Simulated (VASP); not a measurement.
# MgI2 (P-3m1) in VASP: a series of runs

The runs below take MgI2 through single point, with PBE.

Program: VASP 6.6.1. These are calculated values, not measurements. Logs are shortened: lines on timing, memory, paths and dates and some standing lists are left out, and cuts for length are marked.

### Step 1. The cell of the first run

It takes space group P-3m1 (No. 164, trigonal). Conventional cell: a = 4.252 Å, b = 4.252 Å, c = 7.894 Å, α = 90.00°, β = 90.00°, γ = 120.00°. Within 4.0 Å of Mg (site symmetry -3m) lie 6 I at 3.03 Å. I (site symmetry 3m) has 3 Mg at 3.03 Å within 4.0 Å.

### Step 2. Single point, PBE

Input file INCAR:

```
SYSTEM = MgI2
ALGO     = Normal         ! electronic algorithm
EDIFF    = 1E-7           ! SCF threshold, eV
ENCUT    = 520            ! plane-wave cutoff, eV
GGA      = PE             ! functional
ISIF     = 2              ! what is computed and relaxed
ISMEAR   = 0              ! smearing method
LASPH    = .TRUE.         ! aspherical terms in the spheres
LCHARG   = .FALSE.        ! write CHGCAR
LREAL    = .FALSE.        ! projectors in reciprocal space
LWAVE    = .FALSE.        ! write WAVECAR
NBANDS   = 15             ! bands
NELM     = 60             ! most SCF steps
PREC     = Accurate       ! precision mode
SIGMA    = 0.05           ! smearing width, eV
```

Input file KPOINTS:

```
k-points
0
G
  6 6 4
  0 0 0
```

Input file POSCAR:

```
MgI2
1.0
    4.2516112781      0.0000000000      0.0000000000
   -2.1258056391      3.6820033739      0.0000000000
    0.0000000000      0.0000000000      7.8941785324
Mg I
1 2
Direct
    0.0000000000      0.0000000000      0.0000000000
    0.3333333333      0.6666666667      0.7743456377
    0.6666666667      0.3333333333      0.2256543623
```

Potentials or basis: VASP PAW PBE potentials, release 64 (Mg, I).

On the command line:

```sh
$ cat potpaw_PBE.64/Mg/POTCAR potpaw_PBE.64/I/POTCAR > POTCAR
$ mpirun -np 1 vasp_std > vasp.out
```

OUTCAR:

```text
SYSTEM = MgI2
   EDIFF = 1E-7
   ENCUT = 520
   GGA = PE
   ISIF = 2
   ISMEAR = 0
   LASPH = .TRUE.
   LREAL = .FALSE.
   NELM = 60
   PREC = Accurate

 ion  position               nearest neighbor table
   1  0.000  0.000  0.000-   2 3.03   3 3.03   3 3.03   2 3.03   3 3.03   2 3.03
   2  0.333  0.667  0.774-   1 3.03   1 3.03   1 3.03
   3  0.667  0.333  0.226-   1 3.03   1 3.03   1 3.03

  LATTYP: Found a hexagonal cell.
 ALAT       =     4.2516112781
 C/A-ratio  =     1.8567498334

  Lattice vectors:

 A1 = (   4.2516112781,   0.0000000000,   0.0000000000)
 A2 = (  -2.1258056391,   3.6820033739,   0.0000000000)
 A3 = (   0.0000000000,   0.0000000000,   7.8941785324)

Analysis of symmetry for initial positions (statically):
[... 33 lines left out ...]
                                     Primitive cell

  volume of cell :     123.5790

  direct lattice vectors                    reciprocal lattice vectors
     4.251611278  0.000000000  0.000000000     0.235204946  0.135795639  0.000000000
    -2.125805639  3.682003374  0.000000000     0.000000000  0.271591277  0.000000000
     0.000000000  0.000000000  7.894178532     0.000000000  0.000000000  0.126675625

  length of vectors
     4.251611278  4.251611278  7.894178532     0.271591277  0.271591277  0.126675625

  position of ions in fractional coordinates (direct lattice)
     0.000000000  0.000000000  0.000000000
     0.333333333  0.666666667  0.774345638
     0.666666667  0.333333333  0.225654362

  ion indices of the primitive-cell ions
   primitive index   ion index
                 1           1
                 2           2
                 3           3

----------------------------------------------------------------------------------------

 KPOINTS: k-points

Automatic generation of k-mesh.
 Grid dimensions read from file:
 generate k-points for:    6    6    4

 Generating k-lattice:

  Cartesian coordinates                     Fractional coordinates (reciprocal lattice)
     0.039200824  0.022632606  0.000000000     0.166666667  0.000000000  0.000000000
     0.000000000  0.045265213  0.000000000     0.000000000  0.166666667  0.000000000
     0.000000000  0.000000000  0.031668906     0.000000000  0.000000000  0.250000000

  Length of vectors
     0.045265213  0.045265213  0.031668906

  Shift w.r.t. Gamma in fractional coordinates (k-lattice)
[... 9 lines left out ...]
  0.000000  0.000000  0.000000      1.000000
  0.166667  0.000000  0.000000      6.000000
  0.333333  0.000000  0.000000      6.000000
  0.500000  0.000000  0.000000      3.000000
  0.166667  0.166667  0.000000      6.000000
  0.333333  0.166667  0.000000     12.000000
[... 22 lines left out ...]
   dimension x,y,z NGXF=    64 NGYF=   64 NGZF=  120
   ions per type =               1   2
   NGX,Y,Z   is equivalent  to a cutoff of  12.51, 12.51, 12.64 a.u.
   NGXF,Y,Z  is equivalent  to a cutoff of  25.03, 25.03, 25.27 a.u.
 SYSTEM =  MgI2
   PREC   = accura    normal or accurate (medium, high low for compatibility)
   ISTART =      0    job   : 0-new  1-cont  2-samecut
   ICHARG =      2    charge: 1-file 2-atom 10-const
   ISPIN  =      1    spin polarized calculation?
   LNONCOLLINEAR =      F non collinear calculations
   LSORBIT =      F    spin-orbit coupling
   LASPH  =      T    aspherical Exc in radial PAW
   ENCUT  =  520.0 eV  38.22 Ry    6.18 a.u.   7.91  7.91 14.68*2*pi/ulx,y,z
   NELM   =     60;   NELMIN=  2; NELMDL= -5     # of ELM steps
   EDIFF  = 0.1E-06   stopping-criterion for ELM
   LREAL  =      F    real-space projection
   EDIFFG = 0.1E-05   stopping-criterion for IOM
   NSW    =      0    number of steps for IOM
   IBRION =     -1    ionic relax: 0-MD 1-quasi-New 2-CG
[... 14 lines left out ...]
     AMIX     =   0.40;   BMIX     =  1.00
     AMIX_MAG =   1.60;   BMIX_MAG =  1.00
  volume/ion in A,a.u.               =      41.19       277.98
  Fermi-wavevector in a.u.,A,eV,Ry     =   0.828196  1.565064  9.332359  0.685909
  Thomas-Fermi vector in A             =   1.940531
   LORBIT       =      0    0 simple, 1 ext, 2 COOP (PROOUT), +10 PAW based schemes
   GGA     = PE    functional components
[... 6 lines left out ...]
 Gauss-broadening in eV      SIGMA  =   0.05
  energy-cutoff  :      520.00
  volume of cell :      123.58
 maximum number of plane-waves:      3372
   NGX = 15   NGY = 15   NGZ = 29

 number of electron      15.9999999 magnetization

 Free energy of the ion-electron system (eV)
  ---------------------------------------------------
  ext. energy  EPLUGINS =         0.00000000
  ---------------------------------------------------
  free energy    TOTEN  =        -7.66593451 eV

  energy without entropy =       -7.66593451  energy(sigma->0) =       -7.66593451

 E-fermi :   0.9952     XC(G=0):  -7.3775

 val. band max:        0.7678958867   @ k =   0.0000   0.0000   0.0000
 cond. band min:       4.1077952054   @ k =   0.0000   0.0000   0.0000
 fundamental gap:      3.3398993187
 Fermi energy:         0.9951515126

 k-point     1 :       0.0000    0.0000    0.0000
  band No.  band energies     occupation
      1     -10.8241      2.00000
      2     -10.4261      2.00000
      3      -2.1980      2.00000
      4       0.3541      2.00000
      5       0.5531      2.00000
      6       0.5531      2.00000
      7       0.7679      2.00000
      8       0.7679      2.00000
      9       4.1078      0.00000
     10       5.6465      0.00000
     11       7.4492      0.00000
     12       7.4492      0.00000
     13       7.7422      0.00000
     14       8.9564      0.00000
     15       8.9564      0.00000

 k-point     2 :       0.1667    0.0000    0.0000
  band No.  band energies     occupation
      1     -10.7137      2.00000
      2     -10.3580      2.00000
      3      -2.0594      2.00000
      4      -0.3258      2.00000
      5       0.0368      2.00000
      6       0.2999      2.00000
      7       0.3622      2.00000
      8       0.6931      2.00000
      9       4.8179      0.00000
     10       6.1781      0.00000
     11       6.8379      0.00000
     12       7.7453      0.00000
     13       7.9017      0.00000
     14       8.7949      0.00000
     15       9.0486      0.00000

 k-point     3 :       0.3333    0.0000    0.0000
  band No.  band energies     occupation
      1     -10.4603      2.00000
      2     -10.2275      2.00000
      3      -2.0246      2.00000
      4      -1.4002      2.00000
      5      -0.7541      2.00000
      6      -0.0726      2.00000
      7       0.2449      2.00000
      8       0.4803      2.00000
      9       4.6365      0.00000
     10       6.0364      0.00000
     11       6.7607      0.00000
     12       7.7181      0.00000
     13       7.8253      0.00000
     14       8.6592      0.00000
     15       9.6593      0.00000

 k-point     4 :       0.5000    0.0000    0.0000
  band No.  band energies     occupation
      1     -10.2960      2.00000
      2     -10.1842      2.00000
      3      -2.3469      2.00000
      4      -1.7337      2.00000
      5      -0.6569      2.00000
      6      -0.2284      2.00000
      7       0.0430      2.00000
      8       0.3717      2.00000
      9       4.2326      0.00000
     10       6.0178      0.00000
     11       6.4045      0.00000
     12       7.7195      0.00000
     13       7.7297      0.00000
     14       9.2602      0.00000
     15       9.5631      0.00000
[... 307 lines left out ...]
 k-point    22 :       0.1667    0.1667    0.5000
  band No.  band energies     occupation
      1     -10.5048      2.00000
      2     -10.2866      2.00000
      3      -1.8845      2.00000
      4      -1.0638      2.00000
      5      -0.5721      2.00000
      6      -0.0453      2.00000
      7       0.1032      2.00000
      8       0.2830      2.00000
      9       5.0581      0.00000
     10       6.5397      0.00000
     11       7.1920      0.00000
     12       7.3945      0.00000
     13       8.0013      0.00000
     14       8.3561      0.00000
     15       9.1432      0.00000

 k-point    23 :       0.3333    0.1667    0.5000
  band No.  band energies     occupation
      1     -10.2922      2.00000
      2     -10.1903      2.00000
      3      -2.1634      2.00000
      4      -1.6244      2.00000
      5      -0.7818      2.00000
      6      -0.4981      2.00000
      7       0.0181      2.00000
      8       0.1928      2.00000
      9       4.6736      0.00000
     10       6.2985      0.00000
     11       6.8713      0.00000
     12       7.5780      0.00000
     13       7.6844      0.00000
     14       9.0699      0.00000
     15       9.8379      0.00000

 k-point    24 :       0.3333    0.3333    0.5000
  band No.  band energies     occupation
      1     -10.1880      2.00000
      2     -10.1880      2.00000
      3      -1.9836      2.00000
      4      -1.4126      2.00000
      5      -1.4126      2.00000
      6      -1.0270      2.00000
      7       0.1044      2.00000
      8       0.1044      2.00000
      9       4.9104      0.00000
     10       6.4865      0.00000
     11       6.4865      0.00000
     12       8.0629      0.00000
     13       8.9614      0.00000
     14       9.2431      0.00000
     15       9.4749      0.00000

------------------------ aborting loop because EDIFF is reached ----------------------------------------

  FORCE on cell =-STRESS in cart. coord.  units (eV):
  Direction    XX          YY          ZZ          XY          YZ          ZX
  --------------------------------------------------------------------------------------
  -------------------------------------------------------------------------------------
  Total       -1.0756509     -1.0756509     -1.8564052      0.0000000      0.0000000     -0.0000000
  in kB      -13.9456017    -13.9456017    -24.0679265      0.0000000      0.0000000     -0.0000000
  external PRESSURE =     -17.3197100 kB  Pullay stress =       0.0000000 kB

 VOLUME and BASIS-vectors are now :
 -----------------------------------------------------------------------------
  energy-cutoff  :      520.00
  volume of cell :      123.58
      direct lattice vectors                 reciprocal lattice vectors
     4.251611278  0.000000000  0.000000000     0.235204946  0.135795639  0.000000000
    -2.125805639  3.682003374  0.000000000     0.000000000  0.271591277  0.000000000
     0.000000000  0.000000000  7.894178532     0.000000000  0.000000000  0.126675625

 POSITION                                       TOTAL-FORCE (eV/Angst)
 -----------------------------------------------------------------------------------
      0.00000      0.00000      0.00000         0.000000      0.000000      0.000000
     -0.00000      2.45467      6.11282        -0.000000      0.000000      0.528320
      2.12581      1.22733      1.78136         0.000000      0.000000     -0.528320
 -----------------------------------------------------------------------------------
    total drift:                               -0.000000      0.000000     -0.000000

  FREE ENERGIE OF THE ION-ELECTRON SYSTEM (eV)
  ---------------------------------------------------
  free  energy   TOTEN  =        -7.6659345082 eV

  energy  without entropy=       -7.6659345082  energy(sigma->0) =       -7.66593451
```

Wall time 22 s (1 thread of AMD EPYC 9R45 (Zen 5), shared host); peak memory 0.22 GiB.

Results:

```
Free energy            : -7.6659 eV
Pressure               : -1.7 GPa
Largest force          : 0.528 eV/Å
Band gap on the k mesh : 3.34 eV, direct
```

Forces in eV/Å, atoms in the order of the input:
```
Mg   0.000  0.000  0.000
I    0.000  0.000  0.528
I    0.000  0.000 -0.528
```

Levels at points of the mesh, in eV from the valence-band top:
| k point | band 4 | band 5 | band 6 | band 7 | band 8 | band 9 | band 10 | band 11 | band 12 | band 13 |
| --- | --- | --- | --- | --- | --- | --- | --- | --- | --- | --- |
| (0.00, 0.00, 0.00) | -0.41 | -0.21 | -0.21 | 0.00 | 0.00 | 3.34 | 4.88 | 6.68 | 6.68 | 6.97 |
| (0.50, 0.00, 0.00) | -2.50 | -1.42 | -1.00 | -0.72 | -0.40 | 3.46 | 5.25 | 5.64 | 6.95 | 6.96 |
| (0.00, 0.00, 0.50) | -1.02 | -0.19 | -0.19 | -0.02 | -0.02 | 4.05 | 4.82 | 6.63 | 6.63 | 7.32 |
| (0.50, 0.00, 0.50) | -2.61 | -1.18 | -0.95 | -0.71 | -0.46 | 3.35 | 5.20 | 5.69 | 6.08 | 7.23 |

Caveat: spin-orbit coupling is left out, which moves the levels of the heavy elements; this functional lacks dispersion, which binds the layers, so the pressure and a relaxed spacing across them are unreliable.

(Part 1 of 2 ends here.)
